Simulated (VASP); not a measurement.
# Ta4N5 (I4/m) in VASP: further runs, part 2 of 2

VASP 6.6.1. The steps go on from the part before.

### 3 Relaxation of cell and atoms, LDA

This run uses another cell than the first one, of 11.22 Å³/atom.

Input file INCAR:

```
SYSTEM = Ta4N5
PREC = Accurate
ENCUT = 600
EDIFF = 1E-7
ISMEAR = 0
SIGMA = 0.1
LREAL = .False.
LASPH = .True.
NELM = 80
ALGO = Normal
ISIF = 3
LWAVE = .False.
LCHARG = .False.
GGA = CA
IBRION = 2
NSW = 100
EDIFFG = -0.05
```

Input file KPOINTS:

```
regular mesh
0
Gamma
  6 6 6
  0 0 0
```

Input file POSCAR:

```
Ta4N5
1.0
   -3.4362702628      3.4362702628      2.1374763015
    3.4362702628     -3.4362702628      2.1374763015
    3.4362702628      3.4362702628     -2.1374763015
Ta N
4 5
Direct
    0.7828247200      0.6054217400      0.3882464600
    0.3945782600      0.7828247200      0.1774029700
    0.6054217500      0.2171752800      0.8225970300
    0.2171752800      0.3945782500      0.6117535400
    0.5000000000      0.5000000000      0.0000000000
    0.9084665700      0.3090394800      0.2175060500
    0.6909605200      0.9084665700      0.5994270900
    0.3090394800      0.0915334300      0.4005729100
    0.0915334300      0.6909605200      0.7824939500
```

Potentials or basis: VASP PAW LDA potentials, release 64 (Ta_pv, N).

Started as:

```
$ cat potpaw_LDA.64/Ta_pv/POTCAR potpaw_LDA.64/N/POTCAR > POTCAR
$ mpirun -np 1 vasp_std > vasp.out
```

OUTCAR:

```text
SYSTEM = Ta4N5
   PREC = Accurate
   ENCUT = 600
   EDIFF = 1E-7
   ISMEAR = 0
   LREAL = .False.
   LASPH = .True.
   NELM = 80
   ISIF = 3
   GGA = CA
   IBRION = 2
   NSW = 100
   EDIFFG = -0.05

 ion  position               nearest neighbor table
   1  0.783  0.605  0.388-   5 2.07   8 2.15   8 2.15   7 2.18   9 2.20   6 2.21   3 2.93   2 2.93
                             4 2.95   4 2.95   2 3.17   2 3.17   3 3.17   3 3.17   4 3.32
   2  0.395  0.783  0.177-   5 2.07   6 2.15   6 2.15   9 2.18   8 2.20   7 2.21   4 2.93   1 2.93
                             3 2.95   3 2.95   1 3.17   4 3.17   1 3.17   4 3.17   3 3.32
   3  0.605  0.217  0.823-   5 2.07   9 2.15   9 2.15   6 2.18   7 2.20   8 2.21   1 2.93   4 2.93
                             2 2.95   2 2.95   4 3.17   4 3.17   1 3.17   1 3.17   2 3.32
   4  0.217  0.395  0.612-   5 2.07   7 2.15   7 2.15   8 2.18   6 2.20   9 2.21   2 2.93   3 2.93
                             1 2.95   1 2.95   3 3.17   2 3.17   3 3.17   2 3.17   1 3.32
   5  0.500  0.500  0.000-   2 2.07   4 2.07   1 2.07   3 2.07
   6  0.908  0.309  0.218-   2 2.15   2 2.15   3 2.18   4 2.20   1 2.21
   7  0.691  0.908  0.599-   4 2.15   4 2.15   1 2.18   3 2.20   2 2.21
[... 561 lines left out ...]
 Fermi energy:         7.7278028863

 k-point     1 :       0.0000    0.0000    0.0000
  band No.  band energies     occupation
      1     -28.1320      2.00000
      2     -28.1198      2.00000
      3     -27.9637      2.00000
      4     -27.9637      2.00000
      5     -27.9600      2.00000
      6     -27.9600      2.00000
[... 1045 lines left out ...]
     40      10.0978      0.00000
     41      10.4092      0.00000

 [... further k-points ...]

------------------------ aborting loop because EDIFF is reached ----------------------------------------

  FORCE on cell =-STRESS in cart. coord.  units (eV):
  Direction    XX          YY          ZZ          XY          YZ          ZX
  --------------------------------------------------------------------------------------
  -------------------------------------------------------------------------------------
  Total        0.0059631      0.0059631      0.4484770     -0.0000000      0.0000000      0.0000000
  in kB        0.0977798      0.0977798      7.3538866     -0.0000002      0.0000000      0.0000000
  external PRESSURE =       2.5164821 kB  Pullay stress =       0.0000000 kB
[... 24 lines left out ...]
  FREE ENERGIE OF THE ION-ELECTRON SYSTEM (eV)
  ---------------------------------------------------
  free  energy   TOTEN  =      -108.5506151982 eV

  energy  without entropy=     -108.5408610613  energy(sigma->0) =     -108.54573813

 reached required accuracy - stopping structural energy minimisation
```

OSZICAR:

```text
N       E                     dE             d eps       ncg     rms          rms(c)
DAV:   1     0.715535618086E+03    0.71554E+03   -0.41607E+04  2992   0.194E+03
[... 92 lines left out ...]
DAV:   1    -0.108552873803E+03   -0.24991E-02   -0.53257E-01  2952   0.417E+00    0.378E-01
DAV:   2    -0.108551545157E+03    0.13286E-02   -0.11526E-02  3679   0.603E-01    0.201E-01
DAV:   3    -0.108550634949E+03    0.91021E-03   -0.25014E-03  3488   0.315E-01    0.568E-02
DAV:   4    -0.108550619124E+03    0.15825E-04   -0.33403E-04  3723   0.995E-02    0.463E-02
DAV:   5    -0.108550615689E+03    0.34352E-05   -0.31277E-05  3554   0.314E-02    0.311E-02
DAV:   6    -0.108550615674E+03    0.14191E-07   -0.78652E-06  3724   0.156E-02    0.733E-03
DAV:   7    -0.108550615197E+03    0.47774E-06   -0.30207E-06  3850   0.917E-03    0.246E-03
DAV:   8    -0.108550615198E+03   -0.13988E-08   -0.32553E-07  3112   0.289E-03
   9 F= -.10855062E+03 E0= -.10854574E+03  d E =-.240516E-03
```

Run time: 43 min. Hardware: 1 thread of Intel Xeon 8259CL, shared host; peak memory 0.31 GiB.

Results:

```yaml
Free_energy: -108.5506 eV
Relaxed_volume: 10.86 Å³/atom
Relaxed_cell: a = 5.246 Å, b = 5.246 Å, c = 5.246 Å, α = 99.42°, β = 99.42°, γ = 132.28°
Space_group_after_relaxing_to_0.1_Å: I4/m (No. 87)
Energy_gained_by_relaxing: 11.5 meV/atom
Ionic_steps: 9
Pressure_after_relaxing: 0.3 GPa
Largest_force_after_relaxing: 0.027 eV/Å
Band_gap_on_the_k_mesh: zero (an odd number of electrons rules out a gap without spin polarisation)
```

Forces on the atoms (eV/Å):
```
Ta  -0.011  0.002  0.000
Ta   0.002  0.011  0.000
Ta  -0.002 -0.011  0.000
Ta   0.011 -0.002  0.000
N    0.000  0.000  0.000
N    0.027 -0.005  0.000
N   -0.005 -0.027  0.000
N    0.005  0.027  0.000
N   -0.027  0.005  0.000
```

The path:
```
step  energy change (eV)  largest force (eV/Å)  pressure (GPa)  volume (Å³)
   1              0.0000                0.2200           -9.64       100.96
   2              0.4697                0.8045           28.87        91.41
   3             -0.0929                0.2468           -0.12        98.09
   4             -0.0929                0.2474            0.13        98.02
   5             -0.1009                0.1199            0.01        97.94
   6             -0.1010                0.1187           -0.01        97.92
   7             -0.1033                0.0541           -0.15        97.89
   8             -0.1034                0.0412           -0.18        97.88
   9             -0.1036                0.0271            0.25        97.71
```

Final structure:
```yaml
crystal:
  lattice:
    - [-3.39278, 3.39278, 2.12208]
    - [3.39278, -3.39278, 2.12208]
    - [3.39278, 3.39278, -2.12208]
  atoms:
    - { symbol: Ta, position: [0.78484, 0.60476, 0.38960] }
    - { symbol: Ta, position: [0.39525, 0.78484, 0.18009] }
    - { symbol: Ta, position: [0.60476, 0.21516, 0.81991] }
    - { symbol: Ta, position: [0.21516, 0.39525, 0.61040] }
    - { symbol: N, position: [0.50000, 0.50000, 0.00000] }
    - { symbol: N, position: [0.90852, 0.30638, 0.21490] }
    - { symbol: N, position: [0.69362, 0.90852, 0.60213] }
    - { symbol: N, position: [0.30638, 0.09148, 0.39787] }
    - { symbol: N, position: [0.09148, 0.69362, 0.78510] }
```

Caveat: spin-orbit coupling is left out, which moves the levels of the heavy elements; an odd number of electrons without spin polarisation forces a metal; a magnetic or distorted state may lie lower; the relaxation stopped at a loose force limit of 0.05 eV/Å, so its end isn't a converged minimum.

### 4 Single point, LDA

Input file INCAR:

```
SYSTEM = Ta4N5
PREC     = Accurate       ! precision mode
ENCUT    = 520            ! plane-wave cutoff, eV
EDIFF    = 1E-6           ! SCF threshold, eV
ISMEAR   = -1             ! smearing method
SIGMA    = 0.15           ! smearing width, eV
LREAL    = .False.        ! projectors in reciprocal space
LASPH    = .True.         ! aspherical terms in the spheres
NELM     = 80             ! most SCF steps
ALGO     = Normal         ! electronic algorithm
ISIF     = 2              ! what is computed and relaxed
LWAVE    = .False.        ! write WAVECAR
LCHARG   = .True.         ! write CHGCAR
LELF     = .True.         ! ELF
LVHAR    = .True.       
NBANDS   = 44             ! bands
```

Input file KPOINTS:

```
Automatic mesh
0
Gamma
  10 10 10
  0 0 0
```

Input file POSCAR:

```
Ta4N5
1.0
   -3.3918793060      3.3918793060      2.1152421004
    3.3918793060     -3.3918793060      2.1152421004
    3.3918793060      3.3918793060     -2.1152421004
Ta N
4 5
Direct
    0.7846847698      0.6049050532      0.3895898230
    0.3950949468      0.7846847698      0.1797797166
    0.6049050532      0.2153152302      0.8202202834
    0.2153152302      0.3950949468      0.6104101770
    0.5000000000      0.5000000000      0.0000000000
    0.9079668568      0.3063401451      0.2143070019
    0.6936598549      0.9079668568      0.6016267117
    0.3063401451      0.0920331432      0.3983732883
    0.0920331432      0.6936598549      0.7856929981
```

Started as:

```
$ cat potpaw_LDA.64/Ta_pv/POTCAR potpaw_LDA.64/N/POTCAR > POTCAR
$ mpirun -np 1 vasp_std > vasp.out
```

It took 21 min on 1 thread of Intel Xeon 8259CL, shared host; peak memory 0.53 GiB.

The run converged. Its results:

```yaml
Free_energy: -108.6317 eV
Pressure: 1.8 GPa
Largest_force: 0.041 eV/Å
Band_gap_on_the_k_mesh: zero (an odd number of electrons rules out a gap without spin polarisation)
```

Forces on the atoms (eV/Å):
```
Ta   0.004  0.014  0.000
Ta   0.014 -0.004  0.000
Ta  -0.014  0.004  0.000
Ta  -0.004 -0.014  0.000
N    0.000  0.000  0.000
N   -0.035  0.021  0.000
N    0.021  0.035  0.000
N   -0.021 -0.035  0.000
N    0.035 -0.021  0.000
```

Levels at points of the mesh, in eV from the Fermi level:
```
           k point  band 31  band 32  band 33  band 34  band 35  band 36  band 37  band 38  band 39  band 40
(0.00, 0.00, 0.00)    -2.51    -2.51    -1.32    -1.32    -0.99     0.60     0.93     1.12     1.12     1.66
(0.50, 0.00, 0.00)    -4.20    -2.93    -1.13     0.58     1.14     1.59     1.92     2.06     2.08     2.55
(0.50, 0.50, 0.00)    -3.36    -3.07    -2.92    -1.65    -0.46     0.41     0.71     1.71     1.71     2.11
(0.50, 0.50, 0.50)    -3.44    -3.44    -3.21    -1.95    -1.74    -0.53    -0.53     2.66     2.89     2.89
```

Caveat: spin-orbit coupling is left out, which moves the levels of the heavy elements; an odd number of electrons without spin polarisation forces a metal; a magnetic or distorted state may lie lower.

### 5 Summary

```csv
task,cell,k mesh,cutoff (eV),smearing,gap on the mesh (eV),pressure (GPa),largest force (eV/Å)
single point,"a = 5.240 Å, angles 99.4, 99.4, 132.3°, 9 atoms, atomic positions A",6 × 6 × 6,520,gaussian 0.1 eV,none,1.8,0.05
relaxation of cell and atoms,"relaxed from a = 5.309 Å, angles 99.3, 99.3, 132.5°, 9 atoms, atomic positions B",6 × 6 × 6,600,gaussian 0.1 eV,none,0.3,0.03
single point,"a = 5.243 Å, angles 99.4, 99.4, 132.4°, 9 atoms, atomic positions C",10 × 10 × 10,520,fermi-dirac 0.15 eV,none,1.8,0.04
```

Alike in all rows: level LDA; potentials or basis VASP PAW LDA potentials, release 64 (Ta_pv, N); no spin polarisation.

Caveats: spin-orbit coupling is left out, which moves the levels of the heavy elements; an odd number of electrons without spin polarisation forces a metal; a magnetic or distorted state may lie lower; the relaxation stopped at a loose force limit of 0.05 eV/Å, so its end isn't a converged minimum (at least some runs).

Absolute energies hang on the potentials; compare differences alone.
